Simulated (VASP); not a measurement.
# Ge (Fd-3m) in VASP: a series of runs, part 2 of 2

VASP 6.6.1.

**4. Single point, r2SCAN**

This run uses another cell than the first one, of 21.48 Å³/atom, 1.129 times its volume.

POSCAR reads:

```
Ge
1.0
    0.0000000000      2.7799279892      2.7799279892
    2.7799279892      0.0000000000      2.7799279892
    2.7799279892      2.7799279892      0.0000000000
Ge
2
Direct
    0.0000000000      0.0000000000      0.0000000000
    0.2500000000      0.2500000000      0.2500000000
```

INCAR.step1 reads:

```
SYSTEM = Ge
PREC = Accurate
ENCUT = 520
ISMEAR = -1
SIGMA = 0.05
LREAL = .False.
LASPH = .True.
NELM = 80
NBANDS = 21
GGA = PE
ALGO = Normal
EDIFF = 1E-4
LWAVE = .True.
LCHARG = .False.
```

INCAR.step2 reads:

```
SYSTEM = Ge
PREC = Accurate
ENCUT = 520
EDIFF = 1E-7
ISMEAR = -1
SIGMA = 0.05
LREAL = .False.
LASPH = .True.
NELM = 80
ALGO = Normal
ISIF = 2
LWAVE = .False.
LCHARG = .False.
METAGGA = R2SCAN
LMIXTAU = .True.
NBANDS = 21
ISTART = 1
```

KPOINTS reads:

```
regular mesh
0
Gamma
  8 8 8
  0 0 0
```

Potentials or basis: VASP PAW PBE potentials, release 64 (Ge_d).

Run with:

```
cat potpaw_PBE.64/Ge_d/POTCAR > POTCAR
cp INCAR.step1 INCAR
mpirun -np 1 vasp_std > vasp.out
cp INCAR.step2 INCAR
mpirun -np 1 vasp_std > vasp.out
```

OUTCAR:

```text
SYSTEM = Ge
   PREC = Accurate
   ENCUT = 520
   EDIFF = 1E-7
   ISMEAR = -1
   LREAL = .False.
   LASPH = .True.
   NELM = 80
   ISIF = 2
   METAGGA = R2SCAN
   ISTART = 1

 ion  position               nearest neighbor table
   1  0.000  0.000  0.000-   2 2.41   2 2.41   2 2.41   2 2.41
   2  0.250  0.250  0.250-   1 2.41   1 2.41   1 2.41   1 2.41

  LATTYP: Found a face centered cubic cell.
 ALAT       =     5.5598559784

  Lattice vectors:

 A1 = (   0.0000000000,   2.7799279892,   2.7799279892)
 A2 = (   2.7799279892,   0.0000000000,   2.7799279892)
 A3 = (   2.7799279892,   2.7799279892,   0.0000000000)

Analysis of symmetry for initial positions (statically):
=====================================================================
 Subroutine PRICEL returns:
 Original cell was already a primitive cell.

 Routine SETGRP: Setting up the symmetry group for a
 face centered cubic supercell.

 Subroutine GETGRP returns: Found 48 space group operations
 (whereof 24 operations were pure point group operations)
[... 154 lines left out ...]
   NGX = 15   NGY = 15   NGZ = 15

 number of electron      28.0000006 magnetization

 Free energy of the ion-electron system (eV)
  ---------------------------------------------------
  ext. energy  EPLUGINS =         0.00000000
  ---------------------------------------------------
  free energy    TOTEN  =       -27.69405424 eV

  energy without entropy =      -27.69403043  energy(sigma->0) =      -27.69404233

 E-fermi :   5.6297     XC(G=0): -11.0952

 val. band max:        5.3338343922   @ k =   0.0000   0.0000   0.0000
 cond. band min:       5.9567859804   @ k =   0.5000   0.0000   0.0000
 fundamental gap:      0.6229515882
 Fermi energy:         5.6297484446

 k-point     1 :       0.0000    0.0000    0.0000
  band No.  band energies     occupation
      1     -20.2452      2.00000
      2     -20.2452      2.00000
      3     -20.2452      2.00000
      4     -20.2013      2.00000
      5     -20.2013      2.00000
      6     -19.9530      2.00000
[... 565 lines left out ...]
     20      17.1396      0.00000
     21      17.8164      0.00000

 [... further k-points ...]
[... 5 lines left out ...]
  --------------------------------------------------------------------------------------
  -------------------------------------------------------------------------------------
  Total        1.3722626      1.3722626      1.3722626      0.0000000      0.0000000     -0.0000000
  in kB       51.1702058     51.1702058     51.1702058      0.0000000      0.0000000     -0.0000000
  external PRESSURE =      51.1702058 kB  Pullay stress =       0.0000000 kB

 VOLUME and BASIS-vectors are now :
 -----------------------------------------------------------------------------
  energy-cutoff  :      520.00
  volume of cell :       42.97
      direct lattice vectors                 reciprocal lattice vectors
     0.000000000  2.779927989  2.779927989    -0.179860774  0.179860774  0.179860774
     2.779927989  0.000000000  2.779927989     0.179860774 -0.179860774  0.179860774
     2.779927989  2.779927989  0.000000000     0.179860774  0.179860774 -0.179860774

 POSITION                                       TOTAL-FORCE (eV/Angst)
 -----------------------------------------------------------------------------------
      0.00000      0.00000      0.00000        -0.000000     -0.000000     -0.000000
      1.38996      1.38996      1.38996         0.000000      0.000000      0.000000
 -----------------------------------------------------------------------------------
    total drift:                                0.000000     -0.000000      0.000000

  FREE ENERGIE OF THE ION-ELECTRON SYSTEM (eV)
  ---------------------------------------------------
  free  energy   TOTEN  =       -27.6940542375 eV

  energy  without entropy=      -27.6940304275  energy(sigma->0) =      -27.69404233
```

It took 93 s on 1 thread of Intel Xeon Platinum 8488C (Sapphire Rapids), shared host; peak memory 0.18 GiB.

What came out:

| Item | Value |
| --- | --- |
| Free energy | -27.6941 eV |
| Pressure | 5.1 GPa |
| Band gap on the k mesh | 0.62 eV, indirect (least direct gap 0.92 eV) |

Caveat: the PAW data sets were made with another functional, which shifts forces and pressure a little. r2SCAN opens gaps a little over a GGA but as a rule still falls short of measured ones.

**5. Single point, r2SCAN**

This run uses another cell than the first one, of 22.83 Å³/atom, 1.200 times its volume.

POSCAR reads:

```
Ge
1.0
    0.0000000000      2.8368197504      2.8368197504
    2.8368197504      0.0000000000      2.8368197504
    2.8368197504      2.8368197504      0.0000000000
Ge
2
Direct
    0.0000000000      0.0000000000      0.0000000000
    0.2500000000      0.2500000000      0.2500000000
```

INCAR.step1 reads:

```
PREC = Accurate
ENCUT = 520
ISMEAR = -1
SIGMA = 0.05
LREAL = False
LASPH = True
NELM = 80
NBANDS = 21
GGA = PE
ALGO = Normal
EDIFF = 1E-4
LWAVE = True
LCHARG = False
```

INCAR.step2 reads:

```
PREC = Accurate
ENCUT = 520
EDIFF = 1E-6
ISMEAR = -1
SIGMA = 0.05
LREAL = False
LASPH = True
NELM = 80
ALGO = Normal
ISIF = 2
LWAVE = False
LCHARG = False
METAGGA = R2SCAN
LMIXTAU = True
NBANDS = 21
ISTART = 1
```

KPOINTS reads:

```
regular mesh
0
Gamma
  8 8 8
```

Potentials or basis: VASP PAW PBE potentials, release 64 (Ge_d).

Run with:

```
cat potpaw_PBE.64/Ge_d/POTCAR > POTCAR
cp INCAR.step1 INCAR
mpirun -np 1 vasp_std > vasp.out
cp INCAR.step2 INCAR
mpirun -np 1 vasp_std > vasp.out
```

OUTCAR:

```text
PREC = Accurate
   ENCUT = 520
   EDIFF = 1E-6
   ISMEAR = -1
   LREAL = False
   LASPH = True
   NELM = 80
   ISIF = 2
   METAGGA = R2SCAN
   ISTART = 1

 ion  position               nearest neighbor table
   1  0.000  0.000  0.000-   2 2.46   2 2.46   2 2.46   2 2.46
   2  0.250  0.250  0.250-   1 2.46   1 2.46   1 2.46   1 2.46

  LATTYP: Found a face centered cubic cell.
 ALAT       =     5.6736395008

  Lattice vectors:

 A1 = (   0.0000000000,   2.8368197504,   2.8368197504)
 A2 = (   2.8368197504,   0.0000000000,   2.8368197504)
 A3 = (   2.8368197504,   2.8368197504,   0.0000000000)

Analysis of symmetry for initial positions (statically):
=====================================================================
 Subroutine PRICEL returns:
 Original cell was already a primitive cell.

 Routine SETGRP: Setting up the symmetry group for a
 face centered cubic supercell.

 Subroutine GETGRP returns: Found 48 space group operations
 (whereof 24 operations were pure point group operations)
 out of a pool of 48 trial point group operations.

[... 153 lines left out ...]

 number of electron      28.0000015 magnetization

 Free energy of the ion-electron system (eV)
  ---------------------------------------------------
  ext. energy  EPLUGINS =         0.00000000
  ---------------------------------------------------
  free energy    TOTEN  =       -27.73594606 eV

  energy without entropy =      -27.73578393  energy(sigma->0) =      -27.73586499

 E-fermi :   4.8962     XC(G=0): -10.7746

 val. band max:        4.7206244900   @ k =   0.0000   0.0000   0.0000
 cond. band min:       5.0439015176   @ k =   0.0000   0.0000   0.0000
 fundamental gap:      0.3232770277
 Fermi energy:         4.8961919017

 k-point     1 :       0.0000    0.0000    0.0000
  band No.  band energies     occupation
      1     -20.7623      2.00000
      2     -20.7623      2.00000
      3     -20.7623      2.00000
      4     -20.7236      2.00000
      5     -20.7236      2.00000
      6     -20.5106      2.00000
[... 565 lines left out ...]
     20      16.3185      0.00000
     21      16.8125      0.00000

 [... further k-points ...]
[... 5 lines left out ...]
  --------------------------------------------------------------------------------------
  -------------------------------------------------------------------------------------
  Total        0.0144595      0.0144595      0.0144595     -0.0000000     -0.0000000     -0.0000000
  in kB        0.5073851      0.5073851      0.5073851     -0.0000000     -0.0000000     -0.0000000
  external PRESSURE =       0.5073851 kB  Pullay stress =       0.0000000 kB

 VOLUME and BASIS-vectors are now :
 -----------------------------------------------------------------------------
  energy-cutoff  :      520.00
  volume of cell :       45.66
      direct lattice vectors                 reciprocal lattice vectors
     0.000000000  2.836819750  2.836819750    -0.176253708  0.176253708  0.176253708
     2.836819750  0.000000000  2.836819750     0.176253708 -0.176253708  0.176253708
     2.836819750  2.836819750  0.000000000     0.176253708  0.176253708 -0.176253708

 POSITION                                       TOTAL-FORCE (eV/Angst)
 -----------------------------------------------------------------------------------
      0.00000      0.00000      0.00000        -0.000000     -0.000000      0.000000
      1.41841      1.41841      1.41841         0.000000      0.000000     -0.000000
 -----------------------------------------------------------------------------------
    total drift:                                0.000000      0.000000      0.000000

  FREE ENERGIE OF THE ION-ELECTRON SYSTEM (eV)
  ---------------------------------------------------
  free  energy   TOTEN  =       -27.7359460551 eV

  energy  without entropy=      -27.7357839348  energy(sigma->0) =      -27.73586499
```

Run time: 86 s. Hardware: 1 thread of Intel Xeon Platinum 8488C (Sapphire Rapids), shared host; peak memory 0.18 GiB.

What came out:

- Free energy: -27.7359 eV
- Pressure: 0.1 GPa
- Band gap on the k mesh: 0.32 eV, direct

Levels at points of the mesh, in eV from the valence-band top:
```csv
k point,band 10,band 11,band 12,band 13,band 14,band 15,band 16,band 17,band 18,band 19
"(0.00, 0.00, 0.00)",-25.21,-13.24,0.00,0.00,0.00,0.32,2.71,2.71,2.71,7.04
"(0.50, 0.00, 0.00)",-25.19,-11.07,-7.83,-1.47,-1.47,0.42,3.99,3.99,7.65,11.15
"(0.50, 0.50, 0.00)",-25.17,-9.18,-9.18,-3.20,-3.20,0.98,0.98,10.03,10.03,12.26
```

Caveat: the PAW data sets were made with another functional, which shifts forces and pressure a little. A k mesh can miss the band edges.

**6. Overview**

| cell | gap on the mesh (eV) | pressure (GPa) |
| --- | --- | --- |
| a = 3.775 Å, angles 60.0°, 2 atoms | 0.51 | 20.2 |
| a = 3.870 Å, angles 60.0°, 2 atoms | 0.64 | 10.1 |
| a = 3.931 Å, angles 60.0°, 2 atoms | 0.62 | 5.1 |
| a = 4.012 Å, angles 60.0°, 2 atoms | 0.32 | 0.1 |

Alike in all rows: task single point; level r2SCAN; potentials or basis VASP PAW PBE potentials, release 64 (Ge_d); no spin polarisation; k mesh 8 × 8 × 8; cutoff (eV) 520; smearing fermi-dirac 0.05 eV.

Caveats: the PAW data sets were made with another functional, which shifts forces and pressure a little.

Absolute energies hang on the potentials; compare differences alone.
